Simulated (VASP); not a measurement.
# Tl (P-3m1) in VASP: notebook

The runs below take Tl through single point, with PBEsol.

Everything below comes from runs of VASP 6.6.1. Logs are shortened: lines on timing, memory, paths and dates and some standing lists are left out, and cuts for length are marked.

### 1 The cell of the first run

It takes space group P-3m1 (No. 164, trigonal). Conventional cell: a = 3.456 Å, b = 3.456 Å, c = 5.525 Å, α = 90.00°, β = 90.00°, γ = 120.00°. Within 4.1 Å of Tl (site symmetry 3m) lie 12 Tl at 3.11 to 3.72 Å.

### 2 Single point, PBEsol (one atom moved)

The input, INCAR:

```
SYSTEM = Tl
PREC = Accurate
ENCUT = 500
EDIFF = 1E-6
ISMEAR = 0
SIGMA = 0.1
LREAL = .False.
LASPH = .True.
NELM = 120
ALGO = Normal
ISIF = 2
LWAVE = .False.
LCHARG = .True.
GGA = PS
LELF = .True.
LVHAR = .True.
NBANDS = 20
GGA_COMPAT = .False.
```

The input, KPOINTS:

```
Automatic mesh
0
Gamma
  12 12 8
  0 0 0
```

The input, POSCAR:

```
Tl
1.0
    3.4559983565      0.0000000000      0.0000000000
   -1.7279991783      2.9929823722      0.0000000000
    0.0000000000      0.0000000000      5.5250000000
Tl
2
Direct
    0.3333333333      0.6666666667      0.3178733032
    0.6666666667      0.3333333333      0.7500000000
```

Potentials or basis: VASP PAW PBE potentials, release 64 (Tl_d).

Started as:

```sh
$ cat potpaw_PBE.64/Tl_d/POTCAR > POTCAR
$ mpirun -np 1 vasp_std > vasp.out
```

OUTCAR:

```text
SYSTEM = Tl
   PREC = Accurate
   ENCUT = 500
   EDIFF = 1E-6
   ISMEAR = 0
   LREAL = .False.
   LASPH = .True.
   NELM = 120
   ISIF = 2
   GGA = PS

 ion  position               nearest neighbor table
   1  0.333  0.667  0.318-   2 3.11   2 3.11   2 3.11   2 3.72   2 3.72   2 3.72
   2  0.667  0.333  0.750-   1 3.11   1 3.11   1 3.11   1 3.72   1 3.72   1 3.72

  LATTYP: Found a hexagonal cell.
 ALAT       =     3.4559983565
 C/A-ratio  =     1.5986697417

  Lattice vectors:

 A1 = (   3.4559983565,   0.0000000000,   0.0000000000)
 A2 = (  -1.7279991783,   2.9929823722,   0.0000000000)
 A3 = (   0.0000000000,   0.0000000000,   5.5250000000)

Analysis of symmetry for initial positions (statically):
=====================================================================
 Subroutine PRICEL returns:
 Original cell was already a primitive cell.

 Routine SETGRP: Setting up the symmetry group for a
 hexagonal supercell.

 Subroutine GETGRP returns: Found 12 space group operations
 (whereof  6 operations were pure point group operations)
 out of a pool of 24 trial point group operations.

The static configuration has the point symmetry C_3v.
 The point group associated with its full space group is D_3d.

Analysis of symmetry for dynamics (positions and initial velocities):
=====================================================================
 Subroutine PRICEL returns:
 Original cell was already a primitive cell.

 Routine SETGRP: Setting up the symmetry group for a
 hexagonal supercell.

 Subroutine GETGRP returns: Found 12 space group operations
 (whereof  6 operations were pure point group operations)
 out of a pool of 24 trial point group operations.

The dynamic configuration has the point symmetry C_3v.
 The point group associated with its full space group is D_3d.

 Subroutine INISYM returns: Found 12 space group operations
 (whereof  6 operations are pure point group operations),
 and found     1 'primitive' translations

----------------------------------------------------------------------------------------

                                     Primitive cell

  volume of cell :      57.1492

  direct lattice vectors                    reciprocal lattice vectors
     3.455998356  0.000000000  0.000000000     0.289351989  0.167057449  0.000000000
    -1.727999178  2.992982372  0.000000000     0.000000000  0.334114898  0.000000000
     0.000000000  0.000000000  5.525000000     0.000000000  0.000000000  0.180995475

  length of vectors
     3.455998356  3.455998357  5.525000000     0.334114898  0.334114898  0.180995475

  position of ions in fractional coordinates (direct lattice)
     0.333333333  0.666666667  0.317873303
     0.666666667  0.333333333  0.750000000

  ion indices of the primitive-cell ions
   primitive index   ion index
                 1           1
                 2           2

----------------------------------------------------------------------------------------

 KPOINTS: Automatic mesh

Automatic generation of k-mesh.
 Grid dimensions read from file:
 generate k-points for:   12   12    8

 Generating k-lattice:

  Cartesian coordinates                     Fractional coordinates (reciprocal lattice)
     0.024112666  0.013921454  0.000000000     0.083333333  0.000000000  0.000000000
     0.000000000  0.027842908  0.000000000     0.000000000  0.083333333  0.000000000
     0.000000000  0.000000000  0.022624434     0.000000000  0.000000000  0.125000000

  Length of vectors
     0.027842908  0.027842908  0.022624434

  Shift w.r.t. Gamma in fractional coordinates (k-lattice)
     0.000000000  0.000000000  0.000000000

 Subroutine IBZKPT returns following result:
 ===========================================

 Found    131 irreducible k-points:

 Following reciprocal coordinates:
            Coordinates               Weight
  0.000000  0.000000  0.000000      1.000000
  0.083333  0.000000  0.000000      6.000000
  0.166667  0.000000  0.000000      6.000000
  0.250000  0.000000  0.000000      6.000000
  0.333333  0.000000  0.000000      6.000000
  0.416667 -0.000000  0.000000      6.000000
[... 16 lines left out ...]
  0.166667  0.000000  0.125000      6.000000
  0.000000  0.166667  0.125000      6.000000
 [... further k-points ...]
   k-points           NKPTS =    131   k-points in BZ     NKDIM =    131   number of bands    NBANDS=     20
   number of dos      NEDOS =    301   number of ions     NIONS =      2
   total plane-waves  NPLWV =  31360
   dimension x,y,z NGX =    28 NGY =   28 NGZ =   40
   dimension x,y,z NGXF=    56 NGYF=   56 NGZF=   80
   ions per type =               2
   NGX,Y,Z   is equivalent  to a cutoff of  13.47, 13.47, 12.04 a.u.
   NGXF,Y,Z  is equivalent  to a cutoff of  26.94, 26.94, 24.07 a.u.
 SYSTEM =  Tl
   PREC   = accura    normal or accurate (medium, high low for compatibility)
   ISTART =      0    job   : 0-new  1-cont  2-samecut
   ICHARG =      2    charge: 1-file 2-atom 10-const
   ISPIN  =      1    spin polarized calculation?
   LNONCOLLINEAR =      F non collinear calculations
   LSORBIT =      F    spin-orbit coupling
   LASPH  =      T    aspherical Exc in radial PAW
   ENCUT  =  500.0 eV  36.75 Ry    6.06 a.u.   6.30  6.30 10.07*2*pi/ulx,y,z
   NELM   =    120;   NELMIN=  2; NELMDL= -5     # of ELM steps
   EDIFF  = 0.1E-05   stopping-criterion for ELM
   LREAL  =      F    real-space projection
   EDIFFG = 0.1E-04   stopping-criterion for IOM
   NSW    =      0    number of steps for IOM
   IBRION =     -1    ionic relax: 0-MD 1-quasi-New 2-CG
   NFREE  =      0    steps in history (QN), initial steepest desc. (CG)
   ISIF   =      2    stress and relaxation
   ISYM   =      2    0-nonsym 1-usesym 2-fastsym
   POTIM  = 0.5000    time-step for ionic-motion
   TEBEG  =    0.0;   TEEND  =   0.0 temperature during run
   PSTRESS=    0.0 pullay stress
   NELECT =      26.0000    total number of electrons
   NUPDOWN=      -1.0000    fix difference up-down
   EMIN   =  10.00;   EMAX   =-10.00  energy-range for DOS
   EFERMI =   0.00;   METHOD = LEGACY
   ISMEAR =     0;   SIGMA  =   0.10  broadening in eV -4-tet -1-fermi 0-gaus
   EFERMI_NEDOS =   21; number of points for ismear=-14 and -15
   IALGO  =     38    algorithm
   IMIX   =      4    mixing-type and parameters
     AMIX     =   0.40;   BMIX     =  1.00
     AMIX_MAG =   1.60;   BMIX_MAG =  1.00
  volume/ion in A,a.u.               =      28.57       192.83
  Fermi-wavevector in a.u.,A,eV,Ry     =   1.259107  2.379367 21.570001  1.585350
  Thomas-Fermi vector in A             =   2.392683
   LORBIT       =      0    0 simple, 1 ext, 2 COOP (PROOUT), +10 PAW based schemes
   GGA     = PS    functional components
   LHFCALC =     F    Hartree Fock is set to
   AEXX    =    0.0000 exact exchange contribution
   IVDW    =     0    specifies the selected vdW correction
   LEPSILON=     F    determine dielectric tensor
   LRPA    =     F    only Hartree local field effects (RPA)
 non-spin polarized calculation
 Gauss-broadening in eV      SIGMA  =   0.10
  energy-cutoff  :      500.00
  volume of cell :       57.15
 maximum number of plane-waves:      1466
 NGX is ok and might be reduce to    28
   NGX = 13   NGY = 13   NGZ = 21

 number of electron      26.0000001 magnetization

 Free energy of the ion-electron system (eV)
  ---------------------------------------------------
  ext. energy  EPLUGINS =         0.00000000
  ---------------------------------------------------
  free energy    TOTEN  =        -5.05692155 eV

  energy without entropy =       -5.05274317  energy(sigma->0) =       -5.05483236

 E-fermi :   6.3871     XC(G=0): -10.3345

 val. band max:        6.3469646911   @ k =   0.0833   0.0833   0.2500
 cond. band min:       6.4067766177   @ k =   0.2500   0.2500   0.2500
 fundamental gap:      0.0598119266
 Fermi energy:         6.3870791062

 k-point     1 :       0.0000    0.0000    0.0000
  band No.  band energies     occupation
      1      -5.5133      2.00000
      2      -5.2848      2.00000
      3      -5.2848      2.00000
      4      -5.2205      2.00000
      5      -5.2205      2.00000
      6      -5.1230      2.00000
[... 12 lines left out ...]
     19      16.7873      0.00000
     20      18.0701      0.00000

 k-point     2 :       0.0833    0.0000    0.0000
  band No.  band energies     occupation
      1      -5.4958      2.00000
      2      -5.2846      2.00000
      3      -5.2781      2.00000
      4      -5.2429      2.00000
      5      -5.1898      2.00000
      6      -5.0993      2.00000
[... 12 lines left out ...]
     19      17.3150      0.00000
     20      18.1339      0.00000

 k-point     3 :       0.1667    0.0000    0.0000
  band No.  band energies     occupation
      1      -5.4808      2.00000
      2      -5.3208      2.00000
      3      -5.2714      2.00000
      4      -5.2212      2.00000
      5      -5.1055      2.00000
      6      -5.0721      2.00000
[... 12 lines left out ...]
     19      16.7872      0.00000
     20      18.4082      0.00000

 k-point     4 :       0.2500    0.0000    0.0000
  band No.  band energies     occupation
      1      -5.5118      2.00000
      2      -5.3836      2.00000
      3      -5.2833      2.00000
      4      -5.1849      2.00000
      5      -5.0950      2.00000
      6      -5.0040      2.00000
[... 12 lines left out ...]
     19      16.1528      0.00000
     20      17.5540      0.00000

 k-point     5 :       0.3333    0.0000    0.0000
  band No.  band energies     occupation
      1      -5.5635      2.00000
      2      -5.4426      2.00000
      3      -5.3082      2.00000
      4      -5.2855      2.00000
      5      -5.0503      2.00000
      6      -4.9372      2.00000
[... 12 lines left out ...]
     19      15.4291      0.00000
     20      16.8895      0.00000

 k-point     6 :       0.4167   -0.0000    0.0000
  band No.  band energies     occupation
      1      -5.6054      2.00000
      2      -5.4851      2.00000
      3      -5.3664      2.00000
      4      -5.3300      2.00000
      5      -5.0499      2.00000
      6      -4.8598      2.00000
[... 12 lines left out ...]
     19      14.9225      0.00000
     20      16.4845      0.00000

 k-point     7 :       0.5000    0.0000    0.0000
  band No.  band energies     occupation
      1      -5.6212      2.00000
      2      -5.5007      2.00000
      3      -5.3955      2.00000
      4      -5.3383      2.00000
      5      -5.0530      2.00000
      6      -4.8321      2.00000
[... 12 lines left out ...]
     19      14.7436      0.00000
     20      16.3486      0.00000
[... 277 lines left out ...]
 k-point    20 :       0.0000    0.0000    0.1250
  band No.  band energies     occupation
      1      -5.5079      2.00000
      2      -5.2915      2.00000
      3      -5.2915      2.00000
      4      -5.2207      2.00000
      5      -5.2207      2.00000
      6      -5.1202      2.00000
[... 12 lines left out ...]
     19      16.5067      0.00000
     20      17.2285      0.00000

 k-point    21 :       0.0833    0.0000    0.1250
  band No.  band energies     occupation
      1      -5.4915      2.00000
      2      -5.2939      2.00000
      3      -5.2840      2.00000
      4      -5.2334      2.00000
      5      -5.1915      2.00000
      6      -5.1027      2.00000
[... 12 lines left out ...]
     19      16.9249      0.00000
     20      17.5767      0.00000

 k-point    22 :       0.0000    0.0833    0.1250
  band No.  band energies     occupation
      1      -5.4922      2.00000
      2      -5.2876      2.00000
      3      -5.2819      2.00000
      4      -5.2455      2.00000
      5      -5.1900      2.00000
      6      -5.1016      2.00000
[... 12 lines left out ...]
     19      16.9954      0.00000
     20      17.6128      0.00000

 k-point    23 :       0.1667    0.0000    0.1250
  band No.  band energies     occupation
      1      -5.4781      2.00000
      2      -5.3261      2.00000
      3      -5.2740      2.00000
      4      -5.2056      2.00000
      5      -5.1073      2.00000
      6      -5.1039      2.00000
[... 12 lines left out ...]
     19      16.4797      0.00000
     20      17.7972      0.00000

 k-point    24 :       0.0000    0.1667    0.1250
  band No.  band energies     occupation
      1      -5.4841      2.00000
      2      -5.3145      2.00000
      3      -5.2685      2.00000
      4      -5.2296      2.00000
      5      -5.1075      2.00000
      6      -5.0767      2.00000
[... 12 lines left out ...]
     19      16.8611      0.00000
     20      17.7616      0.00000

 [... further k-points ...]

------------------------ aborting loop because EDIFF is reached ----------------------------------------

  FORCE on cell =-STRESS in cart. coord.  units (eV):
  Direction    XX          YY          ZZ          XY          YZ          ZX
  --------------------------------------------------------------------------------------
  -------------------------------------------------------------------------------------
  Total        0.6494357      0.6494357      0.8605153     -0.0000000     -0.0000000     -0.0000000
  in kB       18.2069319     18.2069319     24.1245481     -0.0000000     -0.0000000     -0.0000000
  external PRESSURE =      20.1794706 kB  Pullay stress =       0.0000000 kB

 VOLUME and BASIS-vectors are now :
 -----------------------------------------------------------------------------
  energy-cutoff  :      500.00
  volume of cell :       57.15
      direct lattice vectors                 reciprocal lattice vectors
     3.455998356  0.000000000  0.000000000     0.289351989  0.167057449  0.000000000
    -1.727999178  2.992982372  0.000000000     0.000000000  0.334114898  0.000000000
     0.000000000  0.000000000  5.525000000     0.000000000  0.000000000  0.180995475

 POSITION                                       TOTAL-FORCE (eV/Angst)
 -----------------------------------------------------------------------------------
     -0.00000      1.99532      1.75625        -0.000000      0.000000     -1.103256
      1.72800      0.99766      4.14375         0.000000      0.000000      1.103256
 -----------------------------------------------------------------------------------
    total drift:                               -0.000000      0.000000     -0.000025

  FREE ENERGIE OF THE ION-ELECTRON SYSTEM (eV)
  ---------------------------------------------------
  free  energy   TOTEN  =        -5.0569215496 eV

  energy  without entropy=       -5.0527431739  energy(sigma->0) =       -5.05483236
```

It took 37 s on 1 thread of Intel Xeon 6975P-C (Granite Rapids), shared host; peak memory 0.25 GiB.

What came out:

```yaml
Free_energy: -5.0569 eV
Pressure: 2.0 GPa
Largest_force: 1.103 eV/Å
Band_gap_on_the_k_mesh: zero (bands 13 and 14 overlap by 4.76 eV)
```

Forces in eV/Å, atoms in the order of the input:
```
Tl   0.000  0.000 -1.103
Tl   0.000  0.000  1.103
```

Stress tensor (GPa, compression positive):
```
1.82 0.00 0.00
0.00 1.82 0.00
0.00 0.00 2.41
```

Caveat: the cell differs from its parent crystal (one atom moved); the PAW data sets were made with another functional, which shifts forces and pressure a little; spin-orbit coupling is left out, which moves the levels of the heavy elements.

### 3 Single point, PBEsol

The input, INCAR:

```
PREC = Accurate ; ENCUT = 500
EDIFF = 1E-6 ; ISMEAR = 0
SIGMA = 0.1 ; LREAL = F
LASPH = T ; NELM = 120
ALGO = Normal ; ISIF = 2
LWAVE = F ; LCHARG = F
GGA = PS ; NBANDS = 20
GGA_COMPAT = F
```

The input, KPOINTS:

```
Automatic mesh
0
Gamma
  12 12 8
```

POSCAR is that of step 2.

Potentials or basis: VASP PAW PBE potentials, release 64 (Tl_d).

Started as:

```sh
$ cat potpaw_PBE.64/Tl_d/POTCAR > POTCAR
$ mpirun -np 1 vasp_std > vasp.out
```

Run time: 37 s. Hardware: 1 thread of Intel Xeon 6975P-C (Granite Rapids), shared host; peak memory 0.25 GiB.

Results (log left out):

```
Free energy            : -5.0569 eV
Pressure               : 2.0 GPa
Largest force          : 1.103 eV/Å
Band gap on the k mesh : zero (bands 13 and 14 overlap by 4.76 eV)
```

Forces on the atoms (eV/Å):
```
Tl   0.000  0.000 -1.103
Tl   0.000  0.000  1.103
```

Stress tensor (GPa, compression positive):
```
1.82 0.00 0.00
0.00 1.82 0.00
0.00 0.00 2.41
```

Levels at points of the mesh, in eV from the Fermi level:
| k point | band 11 | band 12 | band 13 | band 14 | band 15 | band 16 |
| --- | --- | --- | --- | --- | --- | --- |
| (0.00, 0.00, 0.00) | -10.34 | -5.01 | -2.69 | 7.83 | 7.83 | 9.99 |
| (0.50, 0.00, 0.00) | -5.94 | -4.80 | -0.71 | 0.39 | 1.73 | 3.71 |
| (0.00, 0.00, 0.50) | -9.65 | -7.68 | 2.63 | 4.31 | 8.42 | 8.42 |
| (0.50, 0.00, 0.50) | -5.32 | -4.43 | -2.60 | -1.74 | 4.70 | 6.11 |

Caveat: the PAW data sets were made with another functional, which shifts forces and pressure a little; spin-orbit coupling is left out, which moves the levels of the heavy elements.
